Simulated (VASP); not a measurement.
# Ga in VASP: a series of runs, part 2 of 2

VASP 6.6.1. Earlier steps stand in the parts before.

**3. Single point, PBEsol (volume scaled by 0.96)**

Contents of INCAR:

```
SYSTEM = Ga
ALGO = Normal ; EDIFF = 1E-6
ENCUT = 520 ; GGA = PS
ISIF = 2 ; ISMEAR = -1
LASPH = .True. ; LCHARG = .False.
LREAL = .False. ; LWAVE = .False.
NBANDS = 12 ; NELM = 60
PREC = Accurate ; SIGMA = 0.03
```

Contents of KPOINTS:

```
k-points
0
Gamma
  16 16 16
  0 0 0
```

Contents of POSCAR:

```
Ga
1.0
   -1.3850247009      1.3850247009      2.1988746855
    1.3850247009     -1.3850247009      2.1988746855
    1.3850247009      1.3850247009     -2.1988746855
Ga
1
Direct
    0.0000000000      0.0000000000      0.0000000000
```

Potentials or basis: VASP PAW PBE potentials, release 64 (Ga_d).

Run with:

```console
$ cat potpaw_PBE.64/Ga_d/POTCAR > POTCAR
$ mpirun -np 1 vasp_std > vasp.out
```

OUTCAR:

```text
SYSTEM = Ga
   EDIFF = 1E-6
   ENCUT = 520
   GGA = PS
   ISIF = 2
   ISMEAR = -1
   LASPH = .True.
   LREAL = .False.
   NELM = 60
   PREC = Accurate

 ion  position               nearest neighbor table
   1  0.000  0.000  0.000-

  LATTYP: Found a body centered tetragonal cell.
 ALAT       =     2.7700494018
 C/A-ratio  =     1.5876068377

  Lattice vectors:

 A1 = (  -1.3850247009,   1.3850247009,   2.1988746855)
 A2 = (   1.3850247009,  -1.3850247009,   2.1988746855)
[... 540 lines left out ...]

 [... further k-points ...]

------------------------ aborting loop because EDIFF is reached ----------------------------------------

  FORCE on cell =-STRESS in cart. coord.  units (eV):
  Direction    XX          YY          ZZ          XY          YZ          ZX
  --------------------------------------------------------------------------------------
  -------------------------------------------------------------------------------------
  Total        0.4064992      0.4064992      0.2856148      0.0000000      0.0000000      0.0000000
  in kB       38.6006645     38.6006645     27.1216293      0.0000000      0.0000000      0.0000000
  external PRESSURE =      34.7743194 kB  Pullay stress =       0.0000000 kB

 VOLUME and BASIS-vectors are now :
 -----------------------------------------------------------------------------
  energy-cutoff  :      520.00
  volume of cell :       16.87
      direct lattice vectors                 reciprocal lattice vectors
    -1.385024701  1.385024701  2.198874685     0.000000000  0.361004392  0.227389038
     1.385024701 -1.385024701  2.198874685     0.361004392  0.000000000  0.227389038
     1.385024701  1.385024701 -2.198874685     0.361004392  0.361004392  0.000000000

 POSITION                                       TOTAL-FORCE (eV/Angst)
 -----------------------------------------------------------------------------------
      0.00000      0.00000      0.00000         0.000000     -0.000000      0.000000
 -----------------------------------------------------------------------------------
    total drift:                                0.000000      0.000000      0.000000

  FREE ENERGIE OF THE ION-ELECTRON SYSTEM (eV)
  ---------------------------------------------------
  free  energy   TOTEN  =        -3.3290728910 eV

  energy  without entropy=       -3.3282567289  energy(sigma->0) =       -3.32866481
```

OSZICAR:

```text
N       E                     dE             d eps       ncg     rms          rms(c)
DAV:   1     0.426793865111E+02    0.42679E+02   -0.66661E+03  9220   0.195E+03
DAV:   2    -0.137741060696E+01   -0.44057E+02   -0.42238E+02  8828   0.261E+02
DAV:   3    -0.336446387594E+01   -0.19871E+01   -0.19829E+01  9576   0.448E+01
DAV:   4    -0.337974093213E+01   -0.15277E-01   -0.15275E-01  9644   0.416E+00
DAV:   5    -0.337989581355E+01   -0.15488E-03   -0.15488E-03 10028   0.405E-01    0.107E+00
DAV:   6    -0.333862734206E+01    0.41268E-01   -0.67843E-02 10452   0.566E+00    0.490E-01
DAV:   7    -0.333021659683E+01    0.84107E-02   -0.94985E-03 10576   0.180E+00    0.143E-01
DAV:   8    -0.332907073168E+01    0.11459E-02   -0.90024E-04 10672   0.543E-01    0.735E-03
DAV:   9    -0.332907227005E+01   -0.15384E-05   -0.77666E-06 10624   0.465E-02    0.350E-03
DAV:  10    -0.332907289101E+01   -0.62096E-06   -0.27569E-07  6908   0.901E-03
   1 F= -.33290729E+01 E0= -.33286648E+01  d E =-.816162E-03
```

It took 1.7 min on 1 thread of AMD EPYC 7R13, shared host; peak memory 0.16 GiB.

What came out:

```
Free energy : -3.3291 eV
Pressure    : 3.5 GPa
```

Levels at points of the mesh, in eV from the Fermi level:
```tsv
k point	band 2	band 3	band 4	band 5	band 6	band 7	band 8	band 9	band 10	band 11
(0.00, 0.00, 0.00)	-14.90	-14.90	-14.87	-14.71	-11.94	13.50	13.50	13.58	16.68	16.89
(0.50, 0.00, 0.00)	-15.01	-14.88	-14.67	-14.63	-4.99	-4.50	9.05	12.36	13.19	15.90
(0.50, 0.50, 0.00)	-15.12	-14.67	-14.67	-14.55	-2.39	-1.21	4.26	5.17	8.38	8.51
(0.50, 0.50, 0.50)	-15.12	-14.64	-14.63	-14.63	-3.87	-3.81	6.74	6.74	10.01	10.98
```

Caveat: the PAW data sets were made with another functional, which shifts forces and pressure a little.

**4. Single point, PBEsol (zz strain of -1 %)**

Contents of INCAR:

```
SYSTEM = Ga
  PREC = Accurate
  ENCUT = 520
  EDIFF = 1E-6
  ISMEAR = -1
  SIGMA = 0.03
  LREAL = .FALSE.
  LASPH = .TRUE.
  NELM = 60
  ALGO = Normal
  ISIF = 2
  LWAVE = .FALSE.
  LCHARG = .FALSE.
  GGA = PS
  NBANDS = 12
```

Contents of KPOINTS:

```
regular mesh
0
G
  16 16 16
  0 0 0
```

Contents of POSCAR:

```
Ga
1.0
   -1.4040000000      1.4040000000      2.2067100000
    1.4040000000     -1.4040000000      2.2067100000
    1.4040000000      1.4040000000     -2.2067100000
Ga
1
Direct
    0.0000000000      0.0000000000      0.0000000000
```

Run with:

```console
$ cat potpaw_PBE.64/Ga_d/POTCAR > POTCAR
$ mpirun -np 1 vasp_std > vasp.out
```

It took 1.7 min on 1 thread of AMD EPYC 7R13, shared host; peak memory 0.16 GiB.

It converged, with:

- Free energy: -3.3374 eV
- Pressure: 1.2 GPa

Stress tensor (GPa, compression positive):
```
1.26 0.00 0.00
0.00 1.26 0.00
0.00 0.00 1.13
```

Levels at points of the mesh, in eV from the Fermi level:
```csv
k point,band 3,band 4,band 5,band 6,band 7,band 8,band 9,band 10
"(0.00, 0.00, 0.00)",-14.87,-14.83,-14.70,-11.68,13.13,13.13,13.21,16.47
"(0.50, 0.00, 0.00)",-14.85,-14.65,-14.62,-4.97,-4.35,8.99,11.89,13.14
"(0.50, 0.50, 0.00)",-14.65,-14.65,-14.55,-2.34,-1.38,4.26,5.08,8.31
"(0.50, 0.50, 0.50)",-14.63,-14.62,-14.62,-3.68,-3.66,6.48,6.48,9.76
```

Caveat: the cell differs from its parent crystal (zz strain of -1 %); the PAW data sets were made with another functional, which shifts forces and pressure a little.

**5. Single point, PBEsol (volume scaled by 0.99)**

Contents of INCAR:

```
PREC = Accurate
ENCUT = 520
EDIFF = 1E-7
ISMEAR = -1
SIGMA = 0.03
LREAL = F
LASPH = T
NELM = 60
ALGO = Normal
ISIF = 2
LWAVE = F
LCHARG = F
GGA = PS
NBANDS = 12
```

Contents of KPOINTS:

```
regular mesh
0
Gamma
  16 16 16
```

Contents of POSCAR:

```
Ga
1.0
   -1.3993043128      1.3993043128      2.2215450948
    1.3993043128     -1.3993043128      2.2215450948
    1.3993043128      1.3993043128     -2.2215450948
Ga
1
Direct
    0.0000000000      0.0000000000      0.0000000000
```

Run with:

```console
$ cat potpaw_PBE.64/Ga_d/POTCAR > POTCAR
$ mpirun -np 1 vasp_std > vasp.out
```

Run time: 90 s. Hardware: 1 thread of AMD EPYC 7R13, shared host; peak memory 0.16 GiB.

It converged, with:

```
Free energy : -3.3370 eV
Pressure    : 1.3 GPa
```

Stress tensor (GPa, compression positive):
```
1.62 0.00 0.00
0.00 1.62 0.00
0.00 0.00 0.77
```

Levels at points of the mesh, in eV from the Fermi level:
```
           k point  band 2  band 3  band 4  band 5  band 6  band 7  band 8  band 9  band 10  band 11
(0.00, 0.00, 0.00)  -14.86  -14.86  -14.83  -14.69  -11.68   13.14   13.14   13.19    16.51    16.59
(0.50, 0.00, 0.00)  -14.96  -14.84  -14.65  -14.61   -4.96   -4.34    8.83   12.04    12.95    15.72
(0.50, 0.50, 0.00)  -15.06  -14.65  -14.65  -14.53   -2.28   -1.29    4.18    5.09     8.29     8.31
(0.50, 0.50, 0.50)  -15.06  -14.62  -14.61  -14.61   -3.82   -3.72    6.61    6.61     9.87    10.72
```

Caveat: the PAW data sets were made with another functional, which shifts forces and pressure a little.

**6. Single point, PBEsol (zz strain of +2 %)**

Contents of INCAR:

```
SYSTEM = Ga
ALGO = Normal
EDIFF = 1E-7
ENCUT = 520
GGA = PS
ISIF = 2
ISMEAR = -1
LASPH = .True.
LCHARG = .False.
LREAL = .False.
LWAVE = .False.
NBANDS = 12
NELM = 60
PREC = Accurate
SIGMA = 0.03
```

Contents of KPOINTS:

```
k-points
0
Gamma
  16 16 16
  0 0 0
```

Contents of POSCAR:

```
Ga
1.0
   -1.4040000000      1.4040000000      2.2735800000
    1.4040000000     -1.4040000000      2.2735800000
    1.4040000000      1.4040000000     -2.2735800000
Ga
1
Direct
    0.0000000000      0.0000000000      0.0000000000
```

Potentials or basis: VASP PAW PBE potentials, release 64 (Ga_d).

Run with:

```console
$ cat potpaw_PBE.64/Ga_d/POTCAR > POTCAR
$ mpirun -np 1 vasp_std > vasp.out
```

OUTCAR:

```text
SYSTEM = Ga
   EDIFF = 1E-7
   ENCUT = 520
   GGA = PS
   ISIF = 2
   ISMEAR = -1
   LASPH = .True.
   LREAL = .False.
   NELM = 60
   PREC = Accurate

 ion  position               nearest neighbor table
   1  0.000  0.000  0.000-

  LATTYP: Found a body centered tetragonal cell.
 ALAT       =     2.8080000000
 C/A-ratio  =     1.6193589744

  Lattice vectors:

 A1 = (  -1.4040000000,   1.4040000000,   2.2735800000)
 A2 = (   1.4040000000,  -1.4040000000,   2.2735800000)
[... 539 lines left out ...]

 [... further k-points ...]

------------------------ aborting loop because EDIFF is reached ----------------------------------------

  FORCE on cell =-STRESS in cart. coord.  units (eV):
  Direction    XX          YY          ZZ          XY          YZ          ZX
  --------------------------------------------------------------------------------------
  -------------------------------------------------------------------------------------
  Total        0.0333917      0.0333917     -0.2124306      0.0000000      0.0000000      0.0000000
  in kB        2.9843168      2.9843168    -18.9855514      0.0000000      0.0000000      0.0000000
  external PRESSURE =      -4.3389726 kB  Pullay stress =       0.0000000 kB

 VOLUME and BASIS-vectors are now :
 -----------------------------------------------------------------------------
  energy-cutoff  :      520.00
  volume of cell :       17.93
      direct lattice vectors                 reciprocal lattice vectors
    -1.404000000  1.404000000  2.273580000     0.000000000  0.356125356  0.219917487
     1.404000000 -1.404000000  2.273580000     0.356125356  0.000000000  0.219917487
     1.404000000  1.404000000 -2.273580000     0.356125356  0.356125356  0.000000000

 POSITION                                       TOTAL-FORCE (eV/Angst)
 -----------------------------------------------------------------------------------
      0.00000      0.00000      0.00000        -0.000000      0.000000      0.000000
 -----------------------------------------------------------------------------------
    total drift:                               -0.000000      0.000000      0.000000

  FREE ENERGIE OF THE ION-ELECTRON SYSTEM (eV)
  ---------------------------------------------------
  free  energy   TOTEN  =        -3.3357959884 eV

  energy  without entropy=       -3.3347242506  energy(sigma->0) =       -3.33526012
```

stdout:

```text
POSCAR found type information on POSCAR Ga
 POSCAR found :  1 types and       1 ions
 scaLAPACK will be used
 -----------------------------------------------------------------------------
|                                                                             |
|                                                                             |
|     You enforced a specific xc type in the INCAR file but a different       |
|     I HOPE YOU KNOW WHAT YOU ARE DOING!                                     |
|                                                                             |
 -----------------------------------------------------------------------------

 LDA part: xc-table for (Slater+PW92), standard interpolation
 POSCAR, INCAR and KPOINTS ok, starting setup
 FFT: planning ... GRIDC
 FFT: planning ... GRID_SOFT
 FFT: planning ... GRID
 WAVECAR not read
 entering main loop
```

It took 94 s on 1 thread of AMD EPYC 7R13, shared host; peak memory 0.17 GiB.

What came out:

```
Free energy : -3.3358 eV
Pressure    : -0.4 GPa
```

Caveat: the cell differs from its parent crystal (zz strain of +2 %); the PAW data sets were made with another functional, which shifts forces and pressure a little.

**7. Summary**

```tsv
cell	gap on the mesh (eV)	pressure (GPa)
a = 2.972, b = 2.972, c = 2.956 Å, angles 123.5, 123.5, 82.8°, 1 atom	none	0.7
a = 2.945 Å, angles 123.9, 123.9, 83.4°, 1 atom	none	3.5
a = 2.969 Å, angles 123.5, 123.5, 84.0°, 1 atom	none	1.2
a = 2.975 Å, angles 123.9, 123.9, 83.4°, 1 atom	none	1.3
a = 3.019 Å, angles 124.6, 124.6, 82.3°, 1 atom	none	-0.4
```

Alike in all rows: task single point; level PBEsol; potentials or basis VASP PAW PBE potentials, release 64 (Ga_d); no spin polarisation; k mesh 16 × 16 × 16; cutoff (eV) 520; smearing fermi-dirac 0.03 eV.

Caveats: the PAW data sets were made with another functional, which shifts forces and pressure a little.

Absolute energies hang on the potentials; compare differences alone.
